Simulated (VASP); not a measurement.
Crystal: HfSb3Pb2.

```
CELL_PARAMETERS angstrom
5.87801 0.00000 0.00000
-2.93900 5.09050 0.00000
0.00000 0.00000 6.25361
ATOMIC_POSITIONS crystal
Hf 0.00000 0.00000 0.00000
Sb 0.50000 0.00000 0.50000
Sb 0.00000 0.50000 0.50000
Sb 0.50000 0.50000 0.50000
Pb 0.33333 0.66667 0.00000
Pb 0.66667 0.33333 0.00000
```

The cell was built from a structure type or drawn by symmetry, and may not be a known phase.

| Item | Value |
| --- | --- |
| Program | VASP 6.6.1 |
| Task | relaxation of cell and atoms |
| Functional | PBE |
| Potentials or basis | VASP PAW PBE potentials, release 64 (Hf_pv, Sb, Pb_d) |
| Cutoff | 600 eV |
| k mesh | 6 × 6 × 6 |
| Occupations | gaussian, width 0.1 eV |
| Spin | no spin polarisation |

At the start: pressure 0.9 GPa; volume 31.19 Å³/atom.

**Question.** How do energy, volume and symmetry change on relaxing?

**Answer.** Over 6 steps the energy falls by 41.1 meV/atom and the volume is 30.94 Å³/atom (-0.8 %); space group P6/mmm (No. 191, to 0.1 Å) before and after.

The path:
```csv
step,energy change (eV),largest force (eV/Å),pressure (GPa),volume (Å³)
1,0.0000,0.0000,0.95,187.12
2,-0.1775,0.0000,-1.05,191.96
3,-0.1884,0.0000,-1.48,193.19
4,-0.2456,0.0000,0.00,185.90
5,-0.2460,0.0000,0.13,185.33
6,-0.2465,0.0000,0.02,185.66
```

Final structure:
```xyz
6
Lattice="6.0781 0.0000 0.0000 -3.0391 5.2638 0.0000 0.0000 0.0000 5.8031" Properties=species:S:1:pos:R:3 pbc="T T T"
Hf    3.0391    5.2638    5.8031
Sb    0.0000    5.2638    2.9015
Sb    4.5586    2.6319    2.9015
Sb    1.5195    2.6319    2.9015
Pb    0.0000    3.5092    0.0000
Pb    3.0391    1.7546    0.0000
```
